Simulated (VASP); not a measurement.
CdS, 2 atoms in the cell. It takes space group F-43m (No. 216, cubic). The conventional cell has a = 5.754 Å, b = 5.754 Å, c = 5.754 Å, α = 90.00°, β = 90.00°, γ = 90.00°. Within 3.3 Å of Cd (site symmetry -43m) lie 4 S at 2.49 Å. S (site symmetry -43m) has 4 Cd at 2.49 Å within 3.3 Å. 

```yaml
Program: VASP 6.6.1
Task: single point
Functional: BLYP
Potentials_or_basis: VASP PAW PBE potentials, release 64 (Cd, S)
Cutoff: 500 eV
k_mesh: 8 × 8 × 8
Occupations: fermi-dirac, width 0.1 eV
Spin: non-collinear spin, zero start, spin-orbit coupling
Starting_moments: "[[0.0, 0.0, 0.0], [0.0, 0.0, 0.0]] μB"
Dipole_correction: no
Further_INCAR_settings: ALGO = Normal; EDIFF = 1e-06; NBANDS = 30
```

Potentials or basis: VASP PAW PBE potentials, release 64 (Cd, S).

Run with:

```sh
$ cat potpaw_PBE.64/Cd/POTCAR potpaw_PBE.64/S/POTCAR > POTCAR
$ mpirun -np 1 vasp_ncl > vasp.out
```

Hardware: 1 thread of Intel(R) Xeon(R) Platinum 8375C CPU @ 2.90GHz (Ice Lake), with other jobs on the host.

Q: Estimate the wall time of this run.

A: Run time: 2.3 min on 1 thread of Intel(R) Xeon(R) Platinum 8375C CPU @ 2.90GHz (Ice Lake), on a shared host, peak memory 0.32 GiB. Counts: scf iterations 13, k points 43.
